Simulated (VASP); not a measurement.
Write the native input for VASP 6.6.1 that does the following.

```yaml
Task: single point
Functional: PBEsol
Potentials_or_basis: VASP PAW PBE potentials, release 64 (Sn_d, O_h)
Cutoff: 910 eV
k_mesh: 5 × 5 × 4
Occupations: gaussian, width 0.01 eV
Spin: no spin polarisation
Dipole_correction: no
Second_run: hard_potentials
Further_INCAR_settings: ALGO = Normal; EDIFF = 1e-06; NBANDS = 28
```

The structure of SnO (Romarchite) lies in POSCAR:

```
SnO
1.0
    3.7986000000      0.0000000000      0.0000000000
    0.0000000000      3.7986000000      0.0000000000
    0.0000000000      0.0000000000      4.8408000000
Sn O
2 2
Direct
    0.5000000000      0.0000000000      0.2369000000
    0.0000000000      0.5000000000      0.7631000000
    0.0000000000      0.0000000000      0.0000000000
    0.5000000000      0.5000000000      0.0000000000
```

The input as run:

INCAR

```
SYSTEM = SnO
PREC = Accurate ; ENCUT = 910
EDIFF = 1E-6 ; ISMEAR = 0
SIGMA = 0.01 ; LREAL = .FALSE.
LASPH = .TRUE. ; NELM = 120
ALGO = Normal ; ISIF = 2
LWAVE = .FALSE. ; LCHARG = .FALSE.
GGA = PS ; NBANDS = 28
GGA_COMPAT = .FALSE.
```

KPOINTS

```
regular mesh
0
G
  5 5 4
  0 0 0
```

Potentials or basis: VASP PAW PBE potentials, release 64 (Sn_d, O_h).

Command:

```console
$ cat potpaw_PBE.64/Sn_d/POTCAR potpaw_PBE.64/O_h/POTCAR > POTCAR
$ mpirun -np 1 vasp_std > vasp.out
```

It gave:

The pressure is 0.7 GPa. The largest force is 0.275 eV/Å and the band gap on the k mesh is 0.47 eV, indirect (least direct gap 2.04 eV).

Caveat: the cutoff is under 1.25 times the usual one of these potentials, so pressure, stress and relaxed cells hold a basis-set (Pulay) error; the PAW data sets were made with another functional, which shifts forces and pressure a little; spin-orbit coupling is left out, which moves the levels of the heavy elements.

It took 48 s on 1 thread of Intel(R) Xeon(R) Platinum 8488C (Sapphire Rapids), with other jobs on the host, peak memory 0.29 GiB.
